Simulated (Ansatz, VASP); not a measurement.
**HfSiO4 in VASP and in Ansatz**

The input POSCAR:

```
HfSiO4
1.0
    3.2856928626      0.0000000000      0.0000000000
    0.0000000000      3.2856928626      0.0000000000
    0.0000000000      0.0000000000      5.7004959659
Hf Si O
1 1 4
Direct
    0.5000000000      0.5000000000      0.5000000000
    0.0000000000      0.0000000000      0.0000000000
    0.5000000000      0.0000000000      0.6763713356
    0.0000000000      0.5000000000      0.8779573389
    0.0000000000      0.5000000000      0.3236286644
    0.5000000000      0.0000000000      0.1220426611
```

The input INCAR.step1:

```
SYSTEM = HfSiO4
PREC = Accurate
ENCUT = 520
EDIFF = 1E-5
ISMEAR = 0
SIGMA = 0.01
LREAL = .FALSE.
LASPH = .TRUE.
NELM = 100
ALGO = Normal
ISIF = 2
LWAVE = .TRUE.
LCHARG = .FALSE.
GGA = PE
NBANDS = 28
KPAR = 4
```

Contents of INCAR.step2:

```
SYSTEM = HfSiO4
PREC = Accurate
ENCUT = 520
EDIFF = 1E-6
ISMEAR = 0
SIGMA = 0.01
LREAL = .FALSE.
LASPH = .TRUE.
NELM = 100
ALGO = Normal
ISIF = 2
LWAVE = .FALSE.
LCHARG = .FALSE.
GGA = PE
LHFCALC = .TRUE.
HFSCREEN = 0.2079
PRECFOCK = Fast
ISTART = 1
NBANDS = 28
KPAR = 4
```

File KPOINTS:

```
regular mesh
0
G
  4 4 4
  0 0 0
```

Input for Ansatz:

```yaml
crystal:
  lattice:
    - [3.2856928626, 0.0, 0.0]
    - [0.0, 3.2856928626, 0.0]
    - [0.0, 0.0, 5.7004959659]
  atoms:
    - { symbol: Hf, position: [0.5, 0.5, 0.5] }
    - { symbol: Si, position: [0.0, 0.0, 0.0] }
    - { symbol: O, position: [0.5, 0.0, 0.6763713356] }
    - { symbol: O, position: [0.0, 0.5, 0.8779573389] }
    - { symbol: O, position: [0.0, 0.5, 0.3236286644] }
    - { symbol: O, position: [0.5, 0.0, 0.1220426611] }
kpoints:
  mp_grid: { grid: [4, 4, 4] }
  band_path:
    path:
      - [0.0, 0.0, 0.0]
      - [0.0, 0.5, 0.0]
      - [0.5, 0.5, 0.0]
      - [0.0, 0.0, 0.5]
      - [0.0, 0.5, 0.5]
      - [0.5, 0.5, 0.5]
    npoints: 1
hamiltonian:
  xc: hse06
scf:
  occupations: { method: fixed }
  n_extra_bands: 5
output:
  forces: true
  stress: true
  eigenvalues: true
```

Alike in both runs: task single point; functional HSE06; k mesh 4 × 4 × 4; no spin polarisation.

|  | VASP | Ansatz |
| --- | --- | --- |
| version | VASP 6.6.1 | Ansatz 0.2.0 |
| potentials or method | VASP PAW PBE potentials, release 64 (Hf_pv, Si, O) | plane waves, PAW |
| plane-wave cutoff (eV) | 520 | 420 |
| occupations | gaussian, width 0.01 eV | fixed |
| valence electrons in the cell | 38 | 54 |

|  | VASP | Ansatz | Ansatz less VASP |
| --- | --- | --- | --- |
| gap on the k mesh at the Fermi level (eV) | 4.21 | 4.22 | +0.003 |
| pressure (GPa) | -2.5 | -0.5 | +2.01 |
| traceless stress, the component that is largest in VASP (GPa) | -0.29 | -0.23 | +0.057 |
| rms of the force components (eV/Å) | 0.080 | 0.020 | -0.0600 |

Atom by atom the forces differ by 0.082 eV/Å (rms over components). VASP's potentials hold 38 valence electrons a cell and Ansatz's 54, so a difference there can come from the potentials and not from the codes. Ansatz's warnings: stress exchange threshold loose, stress scf threshold loose.

The k mesh is coarse, so the values compare programs but aren't converged. Neither program's run includes spin-orbit coupling.
